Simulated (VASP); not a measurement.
# Al (Fm-3m) in VASP: a series of runs

The runs below take Al through single point, with PBE.

Program: VASP 6.6.1. These are calculated values, not measurements. Logs are shortened: lines on timing, memory, paths and dates and some standing lists are left out, and cuts for length are marked.

**1. The cell of the first run**

It takes space group Fm-3m (No. 225, cubic). The conventional cell has a = 4.050 Å, b = 4.050 Å, c = 4.050 Å, α = 90.00°, β = 90.00°, γ = 90.00°. Al (site symmetry m-3m) has 12 Al at 2.86 Å within 3.8 Å.

**2. Single point, PBE**

The input, INCAR:

```
ALGO     = Normal         # electronic algorithm
EDIFF    = 1E-7           # SCF threshold, eV
ENCUT    = 520            # plane-wave cutoff, eV
GGA      = PE             # functional
ISIF     = 2              # what is computed and relaxed
ISMEAR   = 0              # smearing method
LASPH    = True           # aspherical terms in the spheres
LCHARG   = False          # write CHGCAR
LREAL    = False          # projectors in reciprocal space
LWAVE    = False          # write WAVECAR
NBANDS   = 8              # bands
NELM     = 60             # most SCF steps
PREC     = Accurate       # precision mode
SIGMA    = 0.05           # smearing width, eV
```

The input, KPOINTS:

```
k-points
0
Gamma
  18 18 18
```

The input, POSCAR:

```
Al
1.0
    0.0000000000      2.0250000000      2.0250000000
    2.0250000000      0.0000000000      2.0250000000
    2.0250000000      2.0250000000      0.0000000000
Al
1
Direct
    0.0000000000      0.0000000000      0.0000000000
```

Potentials or basis: VASP PAW PBE potentials, release 64 (Al).

Launch:

```
$ cat potpaw_PBE.64/Al/POTCAR > POTCAR
$ mpirun -np 1 vasp_std > vasp.out
```

OUTCAR:

```text
EDIFF = 1E-7
   ENCUT = 520
   GGA = PE
   ISIF = 2
   ISMEAR = 0
   LASPH = True
   LREAL = False
   NELM = 60
   PREC = Accurate

 ion  position               nearest neighbor table
   1  0.000  0.000  0.000-

  LATTYP: Found a face centered cubic cell.
 ALAT       =     4.0500000000

  Lattice vectors:

 A1 = (   0.0000000000,   2.0250000000,   2.0250000000)
 A2 = (   2.0250000000,   0.0000000000,   2.0250000000)
 A3 = (   2.0250000000,   2.0250000000,   0.0000000000)

Analysis of symmetry for initial positions (statically):
=====================================================================
 Subroutine PRICEL returns:
 Original cell was already a primitive cell.

 Routine SETGRP: Setting up the symmetry group for a
 face centered cubic supercell.

 Subroutine GETGRP returns: Found 48 space group operations
 (whereof 48 operations were pure point group operations)
 out of a pool of 48 trial point group operations.

The static configuration has the point symmetry O_h .

Analysis of symmetry for dynamics (positions and initial velocities):
=====================================================================
 Subroutine PRICEL returns:
 Original cell was already a primitive cell.

 Routine SETGRP: Setting up the symmetry group for a
 face centered cubic supercell.

 Subroutine GETGRP returns: Found 48 space group operations
 (whereof 48 operations were pure point group operations)
 out of a pool of 48 trial point group operations.

The dynamic configuration has the point symmetry O_h .

 Subroutine INISYM returns: Found 48 space group operations
 (whereof 48 operations are pure point group operations),
 and found     1 'primitive' translations

----------------------------------------------------------------------------------------

                                     Primitive cell

  volume of cell :      16.6075

  direct lattice vectors                    reciprocal lattice vectors
     0.000000000  2.025000000  2.025000000    -0.246913580  0.246913580  0.246913580
     2.025000000  0.000000000  2.025000000     0.246913580 -0.246913580  0.246913580
     2.025000000  2.025000000  0.000000000     0.246913580  0.246913580 -0.246913580

  length of vectors
     2.863782464  2.863782464  2.863782464     0.427666866  0.427666866  0.427666866

  position of ions in fractional coordinates (direct lattice)
     0.000000000  0.000000000  0.000000000

  ion indices of the primitive-cell ions
   primitive index   ion index
                 1           1

----------------------------------------------------------------------------------------

 KPOINTS: k-points

Automatic generation of k-mesh.
 Grid dimensions read from file:
 generate k-points for:   18   18   18

 Generating k-lattice:

  Cartesian coordinates                     Fractional coordinates (reciprocal lattice)
    -0.013717421  0.013717421  0.013717421     0.055555556  0.000000000  0.000000000
     0.013717421 -0.013717421  0.013717421     0.000000000  0.055555556  0.000000000
     0.013717421  0.013717421 -0.013717421     0.000000000  0.000000000  0.055555556

  Length of vectors
     0.023759270  0.023759270  0.023759270

  Shift w.r.t. Gamma in fractional coordinates (k-lattice)
     0.000000000  0.000000000  0.000000000

 Subroutine IBZKPT returns following result:
 ===========================================

 Found    195 irreducible k-points:

 Following reciprocal coordinates:
            Coordinates               Weight
  0.000000  0.000000  0.000000      1.000000
  0.055556  0.000000  0.000000      8.000000
  0.111111  0.000000  0.000000      8.000000
  0.166667  0.000000  0.000000      8.000000
  0.222222  0.000000  0.000000      8.000000
  0.277778  0.000000  0.000000      8.000000
[... 16 lines left out ...]
 -0.277778  0.055556  0.000000     24.000000
 -0.222222  0.055556  0.000000     24.000000
 [... further k-points ...]
   k-points           NKPTS =    195   k-points in BZ     NKDIM =    195   number of bands    NBANDS=      8
   number of dos      NEDOS =    301   number of ions     NIONS =      1
   total plane-waves  NPLWV =  13824
   dimension x,y,z NGX =    24 NGY =   24 NGZ =   24
   dimension x,y,z NGXF=    48 NGYF=   48 NGZF=   48
   ions per type =               1
   NGX,Y,Z   is equivalent  to a cutoff of  13.93, 13.93, 13.93 a.u.
   NGXF,Y,Z  is equivalent  to a cutoff of  27.86, 27.86, 27.86 a.u.
 SYSTEM =  unknown system
   PREC   = accura    normal or accurate (medium, high low for compatibility)
   ISTART =      0    job   : 0-new  1-cont  2-samecut
   ICHARG =      2    charge: 1-file 2-atom 10-const
   ISPIN  =      1    spin polarized calculation?
   LNONCOLLINEAR =      F non collinear calculations
   LSORBIT =      F    spin-orbit coupling
   LASPH  =      T    aspherical Exc in radial PAW
   ENCUT  =  520.0 eV  38.22 Ry    6.18 a.u.   5.32  5.32  5.32*2*pi/ulx,y,z
   NELM   =     60;   NELMIN=  2; NELMDL= -5     # of ELM steps
   EDIFF  = 0.1E-06   stopping-criterion for ELM
   LREAL  =      F    real-space projection
   EDIFFG = 0.1E-05   stopping-criterion for IOM
   NSW    =      0    number of steps for IOM
   IBRION =     -1    ionic relax: 0-MD 1-quasi-New 2-CG
   NFREE  =      0    steps in history (QN), initial steepest desc. (CG)
   ISIF   =      2    stress and relaxation
   ISYM   =      2    0-nonsym 1-usesym 2-fastsym
   POTIM  = 0.5000    time-step for ionic-motion
   TEBEG  =    0.0;   TEEND  =   0.0 temperature during run
   PSTRESS=    0.0 pullay stress
   NELECT =       3.0000    total number of electrons
   NUPDOWN=      -1.0000    fix difference up-down
   EMIN   =  10.00;   EMAX   =-10.00  energy-range for DOS
   EFERMI =   0.00;   METHOD = LEGACY
   ISMEAR =     0;   SIGMA  =   0.05  broadening in eV -4-tet -1-fermi 0-gaus
   EFERMI_NEDOS =   21; number of points for ismear=-14 and -15
   IALGO  =     38    algorithm
   IMIX   =      4    mixing-type and parameters
     AMIX     =   0.40;   BMIX     =  1.00
     AMIX_MAG =   1.60;   BMIX_MAG =  1.00
  volume/ion in A,a.u.               =      16.61       112.07
  Fermi-wavevector in a.u.,A,eV,Ry     =   0.925437  1.748822 11.652489  0.856434
  Thomas-Fermi vector in A             =   2.051291
   LORBIT       =      0    0 simple, 1 ext, 2 COOP (PROOUT), +10 PAW based schemes
   GGA     = PE    functional components
   LHFCALC =     F    Hartree Fock is set to
   AEXX    =    0.0000 exact exchange contribution
   IVDW    =     0    specifies the selected vdW correction
   LEPSILON=     F    determine dielectric tensor
   LRPA    =     F    only Hartree local field effects (RPA)
 non-spin polarized calculation
 Gauss-broadening in eV      SIGMA  =   0.05
  energy-cutoff  :      520.00
  volume of cell :       16.61
 maximum number of plane-waves:       459
 NGX is ok and might be reduce to    24
   NGX = 11   NGY = 11   NGZ = 11

 number of electron       3.0000000 magnetization

 Free energy of the ion-electron system (eV)
  ---------------------------------------------------
  ext. energy  EPLUGINS =         0.00000000
  ---------------------------------------------------
  free energy    TOTEN  =        -3.74310113 eV

  energy without entropy =       -3.74204107  energy(sigma->0) =       -3.74257110

 E-fermi :   7.9216     XC(G=0): -10.1730

 val. band max:        7.9200219417   @ k =  -0.2778   0.2778   0.0556
 cond. band min:       7.9301870219   @ k =  -0.2778   0.5000   0.2222
 fundamental gap:      0.0101650802
 Fermi energy:         7.9216445158

 k-point     1 :       0.0000    0.0000    0.0000
  band No.  band energies     occupation
      1      -3.1570      2.00000
      2      20.5159      0.00000
      3      20.5159      0.00000
      4      20.5159      0.00000
      5      21.9590      0.00000
      6      21.9590      0.00000
      7      21.9590      0.00000
      8      24.3514      0.00000

 k-point     2 :       0.0556    0.0000    0.0000
  band No.  band energies     occupation
      1      -3.0734      2.00000
      2      18.9942      0.00000
      3      20.1976      0.00000
      4      20.1976      0.00000
      5      22.4071      0.00000
      6      22.4071      0.00000
      7      22.5449      0.00000
      8      25.2277      0.00000

 k-point     3 :       0.1111    0.0000    0.0000
  band No.  band energies     occupation
      1      -2.8231      2.00000
      2      16.7785      0.00000
      3      19.6822      0.00000
      4      19.6822      0.00000
      5      22.6144      0.00000
      6      23.2807      0.00000
      7      23.2807      0.00000
      8      25.7884      0.00000

 k-point     4 :       0.1667    0.0000    0.0000
  band No.  band energies     occupation
      1      -2.4068      2.00000
      2      14.5495      0.00000
      3      19.2356      0.00000
      4      19.2356      0.00000
      5      22.4555      0.00000
      6      23.8836      0.00000
      7      23.8836      0.00000
      8      25.1471      0.00000

 k-point     5 :       0.2222    0.0000    0.0000
  band No.  band energies     occupation
      1      -1.8260      2.00000
      2      12.3964      0.00000
      3      18.9080      0.00000
      4      18.9080      0.00000
      5      22.2874      0.00000
      6      23.1263      0.00000
      7      23.1263      0.00000
      8      26.0708      0.00000
[... 177 lines left out ...]
 k-point    22 :      -0.3333    0.0556    0.0000
  band No.  band energies     occupation
      1       0.2293      2.00000
      2       7.8802      1.75900
      3      16.9978      0.00000
      4      19.7769      0.00000
      5      19.9914      0.00000
      6      21.3402      0.00000
      7      22.8626      0.00000
      8      25.7378      0.00000

 k-point    23 :      -0.2778    0.0556    0.0000
  band No.  band energies     occupation
      1      -0.7262      2.00000
      2       9.7580      0.00000
      3      17.0152      0.00000
      4      19.8712      0.00000
      5      20.7762      0.00000
      6      22.2020      0.00000
      7      22.8140      0.00000
      8      26.5248      0.00000

 k-point    24 :      -0.2222    0.0556    0.0000
  band No.  band energies     occupation
      1      -1.5227      2.00000
      2      11.7590      0.00000
      3      17.1767      0.00000
      4      20.0165      0.00000
      5      21.7571      0.00000
      6      22.8015      0.00000
      7      23.2461      0.00000
      8      25.4431      0.00000

 [... further k-points ...]

------------------------ aborting loop because EDIFF is reached ----------------------------------------

  FORCE on cell =-STRESS in cart. coord.  units (eV):
  Direction    XX          YY          ZZ          XY          YZ          ZX
  --------------------------------------------------------------------------------------
  -------------------------------------------------------------------------------------
  Total       -0.0484765     -0.0484765     -0.0484765      0.0000000      0.0000000      0.0000000
  in kB       -4.6766696     -4.6766696     -4.6766696      0.0000000      0.0000000      0.0000000
  external PRESSURE =      -4.6766696 kB  Pullay stress =       0.0000000 kB

 VOLUME and BASIS-vectors are now :
 -----------------------------------------------------------------------------
  energy-cutoff  :      520.00
  volume of cell :       16.61
      direct lattice vectors                 reciprocal lattice vectors
     0.000000000  2.025000000  2.025000000    -0.246913580  0.246913580  0.246913580
     2.025000000  0.000000000  2.025000000     0.246913580 -0.246913580  0.246913580
     2.025000000  2.025000000  0.000000000     0.246913580  0.246913580 -0.246913580

 POSITION                                       TOTAL-FORCE (eV/Angst)
 -----------------------------------------------------------------------------------
      0.00000      0.00000      0.00000         0.000000      0.000000      0.000000
 -----------------------------------------------------------------------------------
    total drift:                                0.000000      0.000000     -0.000000

  FREE ENERGIE OF THE ION-ELECTRON SYSTEM (eV)
  ---------------------------------------------------
  free  energy   TOTEN  =        -3.7431011326 eV

  energy  without entropy=       -3.7420410731  energy(sigma->0) =       -3.74257110
```

It took 12 s on 1 thread of Intel Xeon Platinum 8259CL at 2.50GHz (Skylake/Cascade Lake), shared host; peak memory 0.14 GiB.

Results:

| Quantity | Value |
| --- | --- |
| Free energy | -3.7431 eV |
| Pressure | -0.5 GPa |

Levels at points of the mesh, in eV from the Fermi level:
| k point | band 1 | band 2 | band 3 | band 4 |
| --- | --- | --- | --- | --- |
| (0.00, 0.00, 0.00) | -11.08 | 12.59 | 12.59 | 12.59 |
| (0.50, 0.00, 0.00) | -4.56 | -4.36 | 11.35 | 11.35 |
| (0.50, 0.50, 0.00) | -2.90 | -1.59 | 5.27 | 5.58 |

**3. Single point, PBE**

This run uses another cell than the first one, of 16.56 Å³/atom, 0.997 times its volume.

The input, INCAR:

```
PREC = Accurate ; ENCUT = 520
EDIFF = 1E-6 ; ISMEAR = 0
SIGMA = 0.05 ; LREAL = F
LASPH = T ; NELM = 60
ALGO = Normal ; ISIF = 2
LWAVE = F ; LCHARG = F
GGA = PE ; NBANDS = 8
```

The input, KPOINTS:

```
Automatic mesh
0
Gamma
  18 18 18
```

The input, POSCAR:

```
Al
1.0
    0.0000000000      2.0230701957      2.0230701957
    2.0230701957      0.0000000000      2.0230701957
    2.0230701957      2.0230701957      0.0000000000
Al
1
Direct
    0.0000000000      0.0000000000      0.0000000000
```

Potentials or basis: VASP PAW PBE potentials, release 64 (Al).

Launch:

```
$ cat potpaw_PBE.64/Al/POTCAR > POTCAR
$ mpirun -np 1 vasp_std > vasp.out
```

It took 11 s on 1 thread of Intel Xeon Platinum 8259CL at 2.50GHz (Skylake/Cascade Lake), shared host; peak memory 0.14 GiB.

It converged, with:

```
Free energy : -3.7432 eV
Pressure    : -0.3 GPa
```

Levels at points of the mesh, in eV from the Fermi level:
```tsv
k point	band 1	band 2	band 3	band 4	band 5	band 6
(0.00, 0.00, 0.00)	-11.10	12.61	12.61	12.61	14.07	14.07
(0.50, 0.00, 0.00)	-4.57	-4.36	11.38	11.38	11.45	11.45
(0.50, 0.50, 0.00)	-2.90	-1.59	5.27	5.59	5.59	9.05
```
